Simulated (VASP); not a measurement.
A run of VASP 6.6.1 is set up as follows.

Contents of INCAR:

```
SYSTEM = MgAgC6N6
  PREC = Accurate
  ENCUT = 520
  EDIFF = 1E-6
  ISMEAR = 0
  SIGMA = 0.1
  LREAL = .False.
  LASPH = .True.
  NELM = 60
  ALGO = Normal
  ISIF = 2
  LWAVE = .False.
  LCHARG = .True.
  GGA = PE
  LELF = .True.
  LVHAR = .True.
  NBANDS = 46
```

File KPOINTS:

```
Automatic mesh
0
Gamma
  4 4 4
  0 0 0
```

Contents of POSCAR:

```
MgAgC6N6
1.0
    0.0000000000      5.2700000000      5.2700000000
    5.2700000000      0.0000000000      5.2700000000
    5.2700000000      5.2700000000      0.0000000000
Mg Ag C N
1 1 6 6
Direct
    0.0000000000      0.0000000000      0.0000000000
    0.5000000000      0.5000000000      0.5000000000
    0.8121442100      0.1878557900      0.1878557900
    0.1878557900      0.8121442100      0.1878557900
    0.1878557900      0.1878557900      0.8121442100
    0.1878557900      0.8121442100      0.8121442100
    0.8121442100      0.1878557900      0.8121442100
    0.8121442100      0.8121442100      0.1878557900
    0.7011385200      0.2988614800      0.2988614800
    0.2988614800      0.7011385200      0.2988614800
    0.2988614800      0.2988614800      0.7011385200
    0.2988614800      0.7011385200      0.7011385200
    0.7011385200      0.2988614800      0.7011385200
    0.7011385200      0.7011385200      0.2988614800
```

Potentials or basis: VASP PAW PBE potentials, release 64 (Mg, Ag, C, N).

The run is started by

```sh
$ cat potpaw_PBE.64/Mg/POTCAR potpaw_PBE.64/Ag/POTCAR potpaw_PBE.64/C/POTCAR potpaw_PBE.64/N/POTCAR > POTCAR
$ mpirun -np 1 vasp_std > vasp.out
```

Q: Predict the pressure.

A: 6.6 GPa.

Q: What does it give for the largest force?

A: 2.470 eV/Å.

Forces on the atoms (eV/Å):
```
Mg   0.000  0.000  0.000
Ag   0.000  0.000  0.000
C    2.470  0.000  0.000
C    0.000  2.470  0.000
C    0.000  0.000  2.470
C   -2.470  0.000  0.000
C    0.000 -2.470  0.000
C    0.000  0.000 -2.470
N    0.484  0.000  0.000
N    0.000  0.484  0.000
N    0.000  0.000  0.484
N   -0.484  0.000  0.000
N    0.000 -0.484  0.000
N    0.000  0.000 -0.484
```

Caveat: forces of over 1 eV/Å act on the atoms, so gaps and moduli don't describe the material at rest.
